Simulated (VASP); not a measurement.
Wanted: the native input for a VASP 6.6.1 run.

```yaml
Task: single point
Functional: PBEsol
Potentials_or_basis: VASP PAW PBE potentials, release 64 (P)
Cutoff: 520 eV
k_mesh: 8 × 1 × 6
Occupations: gaussian, width 0.05 eV
Spin: no spin polarisation
Dipole_correction: no
Further_INCAR_settings: ALGO = Normal; EDIFF = 1e-06; NBANDS = 18
```

The structure of P lies in POSCAR:

```
P
1.0
    3.1852158884      0.0000000000      0.0000000000
    0.0000000000     33.8113200603      0.0000000000
    0.0000000000      0.0000000000      4.4931221687
P
4
Direct
    0.0000000000      0.9702614300      0.5921507200
    0.0000000000      0.0297385700      0.4078492800
    0.5000000000      0.0297385700      0.0921507200
    0.5000000000      0.9702614300      0.9078492800
```

This cell differs from its parent crystal: strain -0.030 along x and y, -0.030 along z.

The input as run:

INCAR

```
PREC = Accurate ; ENCUT = 520
EDIFF = 1E-6 ; ISMEAR = 0
SIGMA = 0.05 ; LREAL = F
LASPH = T ; NELM = 60
ALGO = Normal ; ISIF = 2
LWAVE = F ; LCHARG = F
GGA = PS ; NBANDS = 18
```

KPOINTS

```
Automatic mesh
0
Gamma
  8 1 6
```

Potentials or basis: VASP PAW PBE potentials, release 64 (P).

Command:

```sh
$ cat potpaw_PBE.64/P/POTCAR > POTCAR
$ mpirun -np 1 vasp_std > vasp.out
```

Results of the run:

```yaml
Largest_force: 1.118 eV/Å
Band_gap_on_the_k_mesh: 0.80 eV, indirect (least direct gap 0.86 eV)
```

Caveat: the cell differs from its parent crystal (strain -0.030 along x and y, -0.030 along z); the PAW data sets were made with another functional, which shifts forces and pressure a little.

Run time: 4.4 min on 1 thread of Oxide Virtual Turin-like Processor, on a shared host, peak memory 0.5 GiB.
